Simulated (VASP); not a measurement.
# NaCl in VASP: a series of runs

The runs below take NaCl through single point, with PBE.

Everything below comes from runs of VASP 6.6.1. Logs are shortened: lines on timing, memory, paths and dates and some standing lists are left out, and cuts for length are marked.

### 1 The cell of the first run

It takes space group Fm-3m (No. 225, cubic). The conventional cell has a = 5.605 Å, b = 5.605 Å, c = 5.605 Å, α = 90.00°, β = 90.00°, γ = 90.00°. Na (site symmetry m-3m) has 6 Cl at 2.80 Å within 3.7 Å. Within 3.7 Å of Cl (site symmetry m-3m) lie 6 Na at 2.80 Å.

### 2 Single point, PBE

INCAR reads:

```
PREC = Accurate
ENCUT = 520
EDIFF = 1E-6
ISMEAR = 0
SIGMA = 0.01
LREAL = False
LASPH = True
NELM = 80
ALGO = Normal
ISIF = 2
LWAVE = False
LCHARG = False
GGA = PE
NBANDS = 14
```

KPOINTS reads:

```
regular mesh
0
Gamma
  4 4 4
```

POSCAR reads:

```
NaCl
1.0
    0.0000000000      2.8026988093      2.8026988093
    2.8026988093      0.0000000000      2.8026988093
    2.8026988093      2.8026988093      0.0000000000
Na Cl
1 1
Direct
    0.0000000000      0.0000000000      0.0000000000
    0.5000000000      0.5000000000      0.5000000000
```

Potentials or basis: VASP PAW PBE potentials, release 64 (Na_pv, Cl).

Run with:

```sh
$ cat potpaw_PBE.64/Na_pv/POTCAR potpaw_PBE.64/Cl/POTCAR > POTCAR
$ mpirun -np 1 vasp_std > vasp.out
```

OUTCAR:

```text
PREC = Accurate
   ENCUT = 520
   EDIFF = 1E-6
   ISMEAR = 0
   LREAL = False
   LASPH = True
   NELM = 80
   ISIF = 2
   GGA = PE

 ion  position               nearest neighbor table
   1  0.000  0.000  0.000-
   2  0.500  0.500  0.500-

  LATTYP: Found a face centered cubic cell.
 ALAT       =     5.6053976186

  Lattice vectors:

 A1 = (   0.0000000000,   2.8026988093,   2.8026988093)
 A2 = (   2.8026988093,   0.0000000000,   2.8026988093)
 A3 = (   2.8026988093,   2.8026988093,   0.0000000000)

Analysis of symmetry for initial positions (statically):
=====================================================================
 Subroutine PRICEL returns:
 Original cell was already a primitive cell.

 Routine SETGRP: Setting up the symmetry group for a
 face centered cubic supercell.

 Subroutine GETGRP returns: Found 48 space group operations
 (whereof 48 operations were pure point group operations)
 out of a pool of 48 trial point group operations.

The static configuration has the point symmetry O_h .

Analysis of symmetry for dynamics (positions and initial velocities):
=====================================================================
 Subroutine PRICEL returns:
 Original cell was already a primitive cell.

 Routine SETGRP: Setting up the symmetry group for a
 face centered cubic supercell.

 Subroutine GETGRP returns: Found 48 space group operations
 (whereof 48 operations were pure point group operations)
 out of a pool of 48 trial point group operations.

The dynamic configuration has the point symmetry O_h .

 Subroutine INISYM returns: Found 48 space group operations
 (whereof 48 operations are pure point group operations),
 and found     1 'primitive' translations

----------------------------------------------------------------------------------------

                                     Primitive cell

  volume of cell :      44.0311

  direct lattice vectors                    reciprocal lattice vectors
     0.000000000  2.802698809  2.802698809    -0.178399476  0.178399476  0.178399476
     2.802698809  0.000000000  2.802698809     0.178399476 -0.178399476  0.178399476
     2.802698809  2.802698809  0.000000000     0.178399476  0.178399476 -0.178399476

  length of vectors
     3.963614667  3.963614667  3.963614667     0.308996957  0.308996957  0.308996957
[... 70 lines left out ...]
   ISIF   =      2    stress and relaxation
   ISYM   =      2    0-nonsym 1-usesym 2-fastsym
   POTIM  = 0.5000    time-step for ionic-motion
   TEBEG  =    0.0;   TEEND  =   0.0 temperature during run
   PSTRESS=    0.0 pullay stress
   NELECT =      14.0000    total number of electrons
   NUPDOWN=      -1.0000    fix difference up-down
   EMIN   =  10.00;   EMAX   =-10.00  energy-range for DOS
   EFERMI =   0.00;   METHOD = LEGACY
   ISMEAR =     0;   SIGMA  =   0.01  broadening in eV -4-tet -1-fermi 0-gaus
   EFERMI_NEDOS =   21; number of points for ismear=-14 and -15
   IALGO  =     38    algorithm
   IMIX   =      4    mixing-type and parameters
     AMIX     =   0.40;   BMIX     =  1.00
     AMIX_MAG =   1.60;   BMIX_MAG =  1.00
  volume/ion in A,a.u.               =      22.02       148.57
  Fermi-wavevector in a.u.,A,eV,Ry     =   1.117372  2.111527 16.987146  1.248520
  Thomas-Fermi vector in A             =   2.253994
   LORBIT       =      0    0 simple, 1 ext, 2 COOP (PROOUT), +10 PAW based schemes
   GGA     = PE    functional components
   LHFCALC =     F    Hartree Fock is set to
   AEXX    =    0.0000 exact exchange contribution
   IVDW    =     0    specifies the selected vdW correction
   LEPSILON=     F    determine dielectric tensor
   LRPA    =     F    only Hartree local field effects (RPA)
 non-spin polarized calculation
 Gauss-broadening in eV      SIGMA  =   0.01
  energy-cutoff  :      520.00
  volume of cell :       44.03
 maximum number of plane-waves:      1243
 NGX is ok and might be reduce to    30
   NGX = 15   NGY = 15   NGZ = 15

 number of electron      14.0000003 magnetization

 Free energy of the ion-electron system (eV)
  ---------------------------------------------------
  ext. energy  EPLUGINS =         0.00000000
  ---------------------------------------------------
  free energy    TOTEN  =        -6.76757440 eV

  energy without entropy =       -6.76757440  energy(sigma->0) =       -6.76757440

 E-fermi :  -0.5548     XC(G=0):  -8.2446

 val. band max:       -0.6213277194   @ k =   0.0000   0.0000   0.0000
 cond. band min:       4.5568863084   @ k =   0.0000   0.0000   0.0000
 fundamental gap:      5.1782140279
 Fermi energy:        -0.5548228032

 k-point     1 :       0.0000    0.0000    0.0000
  band No.  band energies     occupation
      1     -21.4082      2.00000
      2     -21.4082      2.00000
      3     -21.4082      2.00000
      4     -13.3220      2.00000
      5      -0.6213      2.00000
      6      -0.6213      2.00000
      7      -0.6213      2.00000
      8       4.5569      0.00000
      9      10.5166      0.00000
     10      10.5166      0.00000
     11      10.5166      0.00000
     12      12.7014      0.00000
     13      12.7014      0.00000
     14      14.3389      0.00000
[... 105 lines left out ...]
      1     -21.4234      2.00000
      2     -21.4234      2.00000
      3     -21.4193      2.00000
      4     -12.8989      2.00000
      5      -1.8425      2.00000
      6      -1.8425      2.00000
      7      -1.3980      2.00000
      8       8.2812      0.00000
      9       9.1308      0.00000
     10       9.1308      0.00000
     11      10.8295      0.00000
     12      15.2303      0.00000
     13      15.2303      0.00000
     14      15.7944      0.00000

------------------------ aborting loop because EDIFF is reached ----------------------------------------

  FORCE on cell =-STRESS in cart. coord.  units (eV):
  Direction    XX          YY          ZZ          XY          YZ          ZX
  --------------------------------------------------------------------------------------
  -------------------------------------------------------------------------------------
  Total        0.3481633      0.3481633      0.3481633      0.0000000     -0.0000000     -0.0000000
  in kB       12.6687665     12.6687665     12.6687665      0.0000000     -0.0000000     -0.0000000
  external PRESSURE =      12.6687665 kB  Pullay stress =       0.0000000 kB

 VOLUME and BASIS-vectors are now :
 -----------------------------------------------------------------------------
  energy-cutoff  :      520.00
  volume of cell :       44.03
      direct lattice vectors                 reciprocal lattice vectors
     0.000000000  2.802698809  2.802698809    -0.178399476  0.178399476  0.178399476
     2.802698809  0.000000000  2.802698809     0.178399476 -0.178399476  0.178399476
     2.802698809  2.802698809  0.000000000     0.178399476  0.178399476 -0.178399476

 POSITION                                       TOTAL-FORCE (eV/Angst)
 -----------------------------------------------------------------------------------
      0.00000      0.00000      0.00000        -0.000000      0.000000      0.000000
      2.80270      2.80270      2.80270         0.000000     -0.000000     -0.000000
 -----------------------------------------------------------------------------------
    total drift:                               -0.000000      0.000000      0.000000

  FREE ENERGIE OF THE ION-ELECTRON SYSTEM (eV)
  ---------------------------------------------------
  free  energy   TOTEN  =        -6.7675743961 eV

  energy  without entropy=       -6.7675743961  energy(sigma->0) =       -6.76757440
```

OSZICAR:

```text
N       E                     dE             d eps       ncg     rms          rms(c)
DAV:   1     0.967574423126E+02    0.96757E+02   -0.71831E+03   224   0.103E+03
DAV:   2     0.122193359666E+01   -0.95536E+02   -0.89917E+02   242   0.273E+02
DAV:   3    -0.684018572726E+01   -0.80621E+01   -0.80082E+01   290   0.732E+01
DAV:   4    -0.696061685055E+01   -0.12043E+00   -0.12036E+00   266   0.944E+00
DAV:   5    -0.696304471813E+01   -0.24279E-02   -0.24278E-02   266   0.136E+00    0.216E+00
DAV:   6    -0.677356858831E+01    0.18948E+00   -0.31265E-01   266   0.327E+00    0.161E+00
DAV:   7    -0.676200573365E+01    0.11563E-01   -0.82703E-02   298   0.165E+00    0.110E+00
DAV:   8    -0.676758844803E+01   -0.55827E-02   -0.95425E-03   248   0.854E-01    0.296E-01
DAV:   9    -0.676747046043E+01    0.11799E-03   -0.21614E-04   290   0.114E-01    0.159E-01
DAV:  10    -0.676758483941E+01   -0.11438E-03   -0.30503E-04   254   0.137E-01    0.692E-02
DAV:  11    -0.676757406533E+01    0.10774E-04   -0.20330E-05   284   0.419E-02    0.128E-02
DAV:  12    -0.676757439606E+01   -0.33073E-06   -0.19357E-06   272   0.129E-02
   1 F= -.67675744E+01 E0= -.67675744E+01  d E =-.163588E-22
```

stdout:

```text
POSCAR found type information on POSCAR NaCl
 POSCAR found :  2 types and       2 ions
 scaLAPACK will be used
 LDA part: xc-table for (Slater+PW92), standard interpolation
 POSCAR, INCAR and KPOINTS ok, starting setup
 FFT: planning ... GRIDC
 FFT: planning ... GRID_SOFT
 FFT: planning ... GRID
 WAVECAR not read
 entering main loop
```

It took 10 s on 1 thread of AMD EPYC 7R13, shared host; peak memory 0.12 GiB.

What came out:

- Free energy: -6.7676 eV
- Pressure: 1.3 GPa
- Band gap on the k mesh: 5.18 eV, direct

Caveat: the k points lie up to 0.49 Å⁻¹ apart.

### 3 Single point, PBE (epitaxial xy strain -1.5%)

INCAR reads:

```
PREC = Accurate
ENCUT = 520
EDIFF = 1E-6
ISMEAR = 0
SIGMA = 0.01
LREAL = F
LASPH = T
NELM = 100
ALGO = Normal
ISIF = 2
LWAVE = F
LCHARG = F
GGA = PE
NBANDS = 14
```

KPOINTS is that of step 2.

POSCAR reads:

```
NaCl
1.0
    0.0000000000      2.7606583272      2.8237190504
    2.7606583272      0.0000000000      2.8237190504
    2.7606583272      2.7606583272      0.0000000000
Na Cl
1 1
Direct
    0.0000000000      0.0000000000      0.0000000000
    0.5000000000      0.5000000000      0.5000000000
```

Potentials or basis: VASP PAW PBE potentials, release 64 (Na_pv, Cl).

Run with:

```sh
$ cat potpaw_PBE.64/Na_pv/POTCAR potpaw_PBE.64/Cl/POTCAR > POTCAR
$ mpirun -np 1 vasp_std > vasp.out
```

It took 16 s on 1 thread of AMD EPYC 7R13, shared host; peak memory 0.13 GiB.

It converged, with:

```yaml
Free_energy: -6.7550 eV
Pressure: 2.0 GPa
Band_gap_on_the_k_mesh: 5.26 eV, direct
```

Stress tensor (GPa, compression positive):
```
2.40 0.00 0.00
0.00 2.40 0.00
0.00 0.00 1.24
```

Levels at points of the mesh, in eV from the valence-band top:
| k point | band 4 | band 5 | band 6 | band 7 | band 8 | band 9 | band 10 | band 11 |
| --- | --- | --- | --- | --- | --- | --- | --- | --- |
| (0.00, 0.00, 0.00) | -12.77 | -0.01 | -0.01 | 0.00 | 5.26 | 11.04 | 11.21 | 11.21 |
| (0.50, 0.00, 0.00) | -12.38 | -2.06 | -0.31 | -0.28 | 7.33 | 10.95 | 10.95 | 11.18 |
| (0.50, 0.50, 0.00) | -12.35 | -1.79 | -0.61 | -0.61 | 7.66 | 8.09 | 11.46 | 15.25 |
| (0.50, 0.00, 0.50) | -12.33 | -1.77 | -0.70 | -0.63 | 7.64 | 8.01 | 11.68 | 14.93 |

Caveat: the k points lie up to 0.49 Å⁻¹ apart; the cell differs from its parent crystal (epitaxial xy strain -1.5%).

### 4 Single point, PBE (strain along [111] -2.0%)

INCAR reads:

```
  PREC = Accurate
  ENCUT = 520
  EDIFF = 1E-6
  ISMEAR = 0
  SIGMA = 0.01
  LREAL = F
  LASPH = T
  NELM = 100
  ALGO = Normal
  ISIF = 2
  LWAVE = F
  LCHARG = T
  GGA = PE
  LELF = T
  LVHAR = T
  NBANDS = 14
```

KPOINTS reads:

```
Automatic mesh
0
Gamma
  4 4 4
```

POSCAR reads:

```
NaCl
1.0
   -0.0373693175      2.7653294919      2.7653294919
    2.7653294919     -0.0373693175      2.7653294919
    2.7653294919      2.7653294919     -0.0373693175
Na Cl
1 1
Direct
    0.0000000000      0.0000000000      0.0000000000
    0.5000000000      0.5000000000      0.5000000000
```

Run with:

```sh
$ cat potpaw_PBE.64/Na_pv/POTCAR potpaw_PBE.64/Cl/POTCAR > POTCAR
$ mpirun -np 1 vasp_std > vasp.out
```

Run time: 19 s. Hardware: 1 thread of AMD EPYC 7R13, shared host; peak memory 0.13 GiB.

The run converged. Its results:

| Property | Result |
| --- | --- |
| Free energy | -6.7578 eV |
| Pressure | 1.9 GPa |
| Band gap on the k mesh | 5.21 eV, direct |

Stress tensor (GPa, compression positive):
```
1.89 0.17 0.17
0.17 1.89 0.17
0.17 0.17 1.89
```

Levels at points of the mesh, in eV from the valence-band top:
```tsv
k point	band 3	band 4	band 5	band 6	band 7	band 8	band 9	band 10	band 11	band 12
(0.00, 0.00, 0.00)	-20.80	-12.80	-0.08	-0.08	0.00	5.21	11.01	11.01	11.30	13.32
(0.50, 0.00, 0.00)	-20.80	-12.43	-2.10	-0.34	-0.30	7.31	10.84	10.97	11.14	15.23
(0.50, 0.50, 0.00)	-20.81	-12.37	-1.81	-0.72	-0.64	7.59	8.00	11.54	15.00	15.16
(0.50, 0.50, 0.50)	-20.81	-12.40	-2.08	-0.38	-0.38	7.24	10.90	10.90	11.04	15.09
```

Caveat: the k points lie up to 0.49 Å⁻¹ apart; the cell differs from its parent crystal (strain along [111] -2.0%).

### 5 Overview

```csv
cell,gap on the mesh (eV),pressure (GPa)
"a = 3.964 Å, angles 60.0°, 2 atoms",5.18,1.3
"a = 3.949, b = 3.949, c = 3.904 Å, angles 60.4, 60.4, 59.3°, 2 atoms",5.26,2.0
"a = 3.911 Å, angles 60.9°, 2 atoms",5.21,1.9
```

Alike in all rows: task single point; level PBE; potentials or basis VASP PAW PBE potentials, release 64 (Na_pv, Cl); no spin polarisation; k mesh 4 × 4 × 4; cutoff (eV) 520; smearing gaussian 0.01 eV.

Caveats: all runs use coarse meshes.

Total energies depend on the potentials used, so only differences within one code and one set of settings carry meaning.
